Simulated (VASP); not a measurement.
# BeTe2 (Fd-3m) in VASP: single point with PBE

Aim: the single point of BeTe2 with PBE.

Everything below comes from runs of VASP 6.6.1. Logs are shortened: lines on timing, memory, paths and dates and some standing lists are left out, and cuts for length are marked.

**1. The cell of the first run**

Symmetry: Fd-3m, No. 227, cubic system. The conventional cell has a = 9.101 Å, b = 9.101 Å, c = 9.101 Å, α = 90.00°, β = 90.00°, γ = 90.00°. Be (site symmetry -43m) has 12 Te at 3.77 Å and 4 Be at 3.94 Å within 5.0 Å. Te (site symmetry -3m) has 6 Te at 3.22 Å and 6 Be at 3.77 Å within 4.2 Å.

**2. Single point, PBE**

File INCAR:

```
  PREC = Accurate
  ENCUT = 600
  EDIFF = 1E-6
  ISMEAR = 0
  SIGMA = 0.2
  LREAL = F
  LASPH = T
  NELM = 120
  ALGO = Normal
  ISIF = 2
  LWAVE = F
  LCHARG = F
  GGA = PE
  NBANDS = 23
  GGA_COMPAT = F
```

File KPOINTS:

```
Automatic mesh
0
Gamma
  3 3 3
```

File POSCAR:

```
BeTe2
1.0
    0.0000000000      4.5503519082      4.5503519082
    4.5503519082      0.0000000000      4.5503519082
    4.5503519082      4.5503519082      0.0000000000
Be Te
2 4
Direct
    0.7500000000      0.7500000000      0.7500000000
    0.5000000000      0.5000000000      0.5000000000
    0.1250000000      0.1250000000      0.1250000000
    0.1250000000      0.1250000000      0.6250000000
    0.1250000000      0.6250000000      0.1250000000
    0.6250000000      0.1250000000      0.1250000000
```

Potentials or basis: VASP PAW PBE potentials, release 64 (Be, Te).

Command:

```console
cat potpaw_PBE.64/Be/POTCAR potpaw_PBE.64/Te/POTCAR > POTCAR
mpirun -np 1 vasp_std > vasp.out
```

OUTCAR:

```text
PREC = Accurate
   ENCUT = 600
   EDIFF = 1E-6
   ISMEAR = 0
   LREAL = F
   LASPH = T
   NELM = 120
   ISIF = 2
   GGA = PE

 ion  position               nearest neighbor table
   1  0.750  0.750  0.750-
   2  0.500  0.500  0.500-
   3  0.125  0.125  0.125-   4 3.22   5 3.22   6 3.22   4 3.22   5 3.22   6 3.22
   4  0.125  0.125  0.625-   3 3.22   3 3.22   5 3.22   6 3.22   5 3.22   6 3.22
   5  0.125  0.625  0.125-   3 3.22   4 3.22   3 3.22   4 3.22   6 3.22   6 3.22
   6  0.625  0.125  0.125-   3 3.22   4 3.22   5 3.22   3 3.22   4 3.22   5 3.22

  LATTYP: Found a face centered cubic cell.
 ALAT       =     9.1007038164

  Lattice vectors:

 A1 = (   0.0000000000,   4.5503519082,   4.5503519082)
 A2 = (   4.5503519082,   0.0000000000,   4.5503519082)
 A3 = (   4.5503519082,   4.5503519082,   0.0000000000)

Analysis of symmetry for initial positions (statically):
=====================================================================
 Subroutine PRICEL returns:
 Original cell was already a primitive cell.

 Routine SETGRP: Setting up the symmetry group for a
 face centered cubic supercell.

 Subroutine GETGRP returns: Found 48 space group operations
 (whereof 24 operations were pure point group operations)
 out of a pool of 48 trial point group operations.

The static configuration has the point symmetry T_d .
 The point group associated with its full space group is O_h .

Analysis of symmetry for dynamics (positions and initial velocities):
=====================================================================
 Subroutine PRICEL returns:
 Original cell was already a primitive cell.

 Routine SETGRP: Setting up the symmetry group for a
 face centered cubic supercell.

 Subroutine GETGRP returns: Found 48 space group operations
 (whereof 24 operations were pure point group operations)
 out of a pool of 48 trial point group operations.

The dynamic configuration has the point symmetry T_d .
 The point group associated with its full space group is O_h .

 Subroutine INISYM returns: Found 48 space group operations
 (whereof 24 operations are pure point group operations),
 and found     1 'primitive' translations

----------------------------------------------------------------------------------------

                                     Primitive cell

  volume of cell :     188.4365

  direct lattice vectors                    reciprocal lattice vectors
     0.000000000  4.550351908  4.550351908    -0.109881611  0.109881611  0.109881611
     4.550351908  0.000000000  4.550351908     0.109881611 -0.109881611  0.109881611
     4.550351908  4.550351908  0.000000000     0.109881611  0.109881611 -0.109881611

  length of vectors
     6.435169382  6.435169382  6.435169382     0.190320534  0.190320534  0.190320534

  position of ions in fractional coordinates (direct lattice)
     0.750000000  0.750000000  0.750000000
     0.500000000  0.500000000  0.500000000
     0.125000000  0.125000000  0.125000000
     0.125000000  0.125000000  0.625000000
     0.125000000  0.625000000  0.125000000
     0.625000000  0.125000000  0.125000000

  ion indices of the primitive-cell ions
   primitive index   ion index
                 1           1
                 2           2
                 3           3
                 4           4
                 5           5
                 6           6

----------------------------------------------------------------------------------------

 KPOINTS: Automatic mesh

Automatic generation of k-mesh.
 Grid dimensions read from file:
 generate k-points for:    3    3    3

 Generating k-lattice:

  Cartesian coordinates                     Fractional coordinates (reciprocal lattice)
    -0.036627204  0.036627204  0.036627204     0.333333333  0.000000000  0.000000000
     0.036627204 -0.036627204  0.036627204     0.000000000  0.333333333  0.000000000
     0.036627204  0.036627204 -0.036627204     0.000000000  0.000000000  0.333333333

  Length of vectors
     0.063440178  0.063440178  0.063440178

  Shift w.r.t. Gamma in fractional coordinates (k-lattice)
     0.000000000  0.000000000  0.000000000

 Subroutine IBZKPT returns following result:
 ===========================================

 Found      4 irreducible k-points:

 Following reciprocal coordinates:
            Coordinates               Weight
  0.000000  0.000000  0.000000      1.000000
  0.333333  0.000000  0.000000      8.000000
  0.333333  0.333333  0.000000      6.000000
 -0.333333  0.333333  0.000000     12.000000
   k-points           NKPTS =      4   k-points in BZ     NKDIM =      4   number of bands    NBANDS=     23
   number of dos      NEDOS =    301   number of ions     NIONS =      6
   total plane-waves  NPLWV = 157464
   dimension x,y,z NGX =    54 NGY =   54 NGZ =   54
   dimension x,y,z NGXF=   108 NGYF=  108 NGZF=  108
   ions per type =               2   4
   NGX,Y,Z   is equivalent  to a cutoff of  13.95, 13.95, 13.95 a.u.
   NGXF,Y,Z  is equivalent  to a cutoff of  27.90, 27.90, 27.90 a.u.
 SYSTEM =  unknown system
   PREC   = accura    normal or accurate (medium, high low for compatibility)
   ISTART =      0    job   : 0-new  1-cont  2-samecut
   ICHARG =      2    charge: 1-file 2-atom 10-const
   ISPIN  =      1    spin polarized calculation?
   LNONCOLLINEAR =      F non collinear calculations
   LSORBIT =      F    spin-orbit coupling
   LASPH  =      T    aspherical Exc in radial PAW
   ENCUT  =  600.0 eV  44.10 Ry    6.64 a.u.  12.85 12.85 12.85*2*pi/ulx,y,z
   NELM   =    120;   NELMIN=  2; NELMDL= -5     # of ELM steps
   EDIFF  = 0.1E-05   stopping-criterion for ELM
   LREAL  =      F    real-space projection
   EDIFFG = 0.1E-04   stopping-criterion for IOM
   NSW    =      0    number of steps for IOM
   IBRION =     -1    ionic relax: 0-MD 1-quasi-New 2-CG
   NFREE  =      0    steps in history (QN), initial steepest desc. (CG)
   ISIF   =      2    stress and relaxation
   ISYM   =      2    0-nonsym 1-usesym 2-fastsym
   POTIM  = 0.5000    time-step for ionic-motion
   TEBEG  =    0.0;   TEEND  =   0.0 temperature during run
   PSTRESS=    0.0 pullay stress
   NELECT =      28.0000    total number of electrons
   NUPDOWN=      -1.0000    fix difference up-down
   EMIN   =  10.00;   EMAX   =-10.00  energy-range for DOS
   EFERMI =   0.00;   METHOD = LEGACY
   ISMEAR =     0;   SIGMA  =   0.20  broadening in eV -4-tet -1-fermi 0-gaus
   EFERMI_NEDOS =   21; number of points for ismear=-14 and -15
   IALGO  =     38    algorithm
   IMIX   =      4    mixing-type and parameters
     AMIX     =   0.40;   BMIX     =  1.00
     AMIX_MAG =   1.60;   BMIX_MAG =  1.00
  volume/ion in A,a.u.               =      31.41       211.94
  Fermi-wavevector in a.u.,A,eV,Ry     =   0.867107  1.638594 10.229866  0.751874
  Thomas-Fermi vector in A             =   1.985593
   LORBIT       =      0    0 simple, 1 ext, 2 COOP (PROOUT), +10 PAW based schemes
   GGA     = PE    functional components
   LHFCALC =     F    Hartree Fock is set to
   AEXX    =    0.0000 exact exchange contribution
   IVDW    =     0    specifies the selected vdW correction
   LEPSILON=     F    determine dielectric tensor
   LRPA    =     F    only Hartree local field effects (RPA)
 non-spin polarized calculation
 Gauss-broadening in eV      SIGMA  =   0.20
  energy-cutoff  :      600.00
  volume of cell :      188.44
 maximum number of plane-waves:      6302
 NGX is ok and might be reduce to    54
   NGX = 25   NGY = 25   NGZ = 25

 number of electron      27.9999999 magnetization

 Free energy of the ion-electron system (eV)
  ---------------------------------------------------
  ext. energy  EPLUGINS =         0.00000000
  ---------------------------------------------------
  free energy    TOTEN  =       -12.03606915 eV

  energy without entropy =      -11.88305055  energy(sigma->0) =      -11.95955985

 E-fermi :   4.0946     XC(G=0):  -8.5958

 val. band max:        3.9385536851   @ k =   0.0000   0.0000   0.0000
 cond. band min:       4.1448825966   @ k =   0.3333   0.3333   0.0000
 fundamental gap:      0.2063289115
 Fermi energy:         4.0946056654

 k-point     1 :       0.0000    0.0000    0.0000
  band No.  band energies     occupation
      1      -8.9741      2.00000
      2      -5.8148      2.00000
      3      -5.8148      2.00000
      4      -5.8148      2.00000
      5      -2.3932      2.00000
      6      -0.0242      2.00000
[... 15 lines left out ...]
     22       9.0169      0.00000
     23       9.0169      0.00000

 k-point     2 :       0.3333    0.0000    0.0000
  band No.  band energies     occupation
      1      -8.6299      2.00000
      2      -6.8124      2.00000
      3      -5.8742      2.00000
      4      -5.8742      2.00000
      5      -1.4449      2.00000
      6       0.3531      2.00000
[... 15 lines left out ...]
     22       7.2757      0.00000
     23       8.3980      0.00000

 k-point     3 :       0.3333    0.3333    0.0000
  band No.  band energies     occupation
      1      -8.4628      2.00000
      2      -7.0689      2.00000
      3      -5.9478      2.00000
      4      -5.9478      2.00000
      5      -0.7973      2.00000
      6      -0.4360      2.00000
[... 15 lines left out ...]
     22       7.2217      0.00000
     23       8.0041      0.00000

 k-point     4 :      -0.3333    0.3333    0.0000
  band No.  band energies     occupation
      1      -8.1629      2.00000
      2      -7.5075      2.00000
      3      -6.0201      2.00000
      4      -5.9397      2.00000
      5      -0.5666      2.00000
      6       0.4032      2.00000
[... 15 lines left out ...]
     22       7.2824      0.00000
     23       7.6925      0.00000

------------------------ aborting loop because EDIFF is reached ----------------------------------------

  FORCE on cell =-STRESS in cart. coord.  units (eV):
  Direction    XX          YY          ZZ          XY          YZ          ZX
  --------------------------------------------------------------------------------------
  -------------------------------------------------------------------------------------
  Total       -0.4100234     -0.4100234     -0.4100234      0.0000000     -0.0000000      0.0000000
  in kB       -3.4862163     -3.4862163     -3.4862163      0.0000000     -0.0000000      0.0000000
  external PRESSURE =      -3.4862163 kB  Pullay stress =       0.0000000 kB

 VOLUME and BASIS-vectors are now :
 -----------------------------------------------------------------------------
  energy-cutoff  :      600.00
  volume of cell :      188.44
      direct lattice vectors                 reciprocal lattice vectors
     0.000000000  4.550351908  4.550351908    -0.109881611  0.109881611  0.109881611
     4.550351908  0.000000000  4.550351908     0.109881611 -0.109881611  0.109881611
     4.550351908  4.550351908  0.000000000     0.109881611  0.109881611 -0.109881611

 POSITION                                       TOTAL-FORCE (eV/Angst)
 -----------------------------------------------------------------------------------
      6.82553      6.82553      6.82553        -0.000000      0.000000     -0.000000
      4.55035      4.55035      4.55035         0.000000     -0.000000      0.000000
      1.13759      1.13759      1.13759         0.000000     -0.000000      0.000000
      3.41276      3.41276      1.13759         0.000000     -0.000000      0.000000
      3.41276      1.13759      3.41276         0.000000     -0.000000      0.000000
      1.13759      3.41276      3.41276         0.000000     -0.000000      0.000000
 -----------------------------------------------------------------------------------
    total drift:                                0.000000      0.000000      0.000000

  FREE ENERGIE OF THE ION-ELECTRON SYSTEM (eV)
  ---------------------------------------------------
  free  energy   TOTEN  =       -12.0360691482 eV

  energy  without entropy=      -11.8830505523  energy(sigma->0) =      -11.95955985
```

It took 62 s on 1 thread of Intel Xeon 8259CL, shared host; peak memory 0.38 GiB.

What came out:

| Property | Result |
| --- | --- |
| Free energy | -12.0361 eV |
| Pressure | -0.3 GPa |
| Band gap on the k mesh | zero (band 14 reaches 5.09 eV, above the bottom of band 15 at 4.14 eV) |

Levels at points of the mesh, in eV from the Fermi level:
```csv
k point,band 12,band 13,band 14,band 15,band 16,band 17
"(0.00, 0.00, 0.00)",-0.16,0.99,0.99,0.99,1.82,1.82
```

Caveat: the k points lie up to 0.40 Å⁻¹ apart; spin-orbit coupling is left out, which moves the levels of the heavy elements.
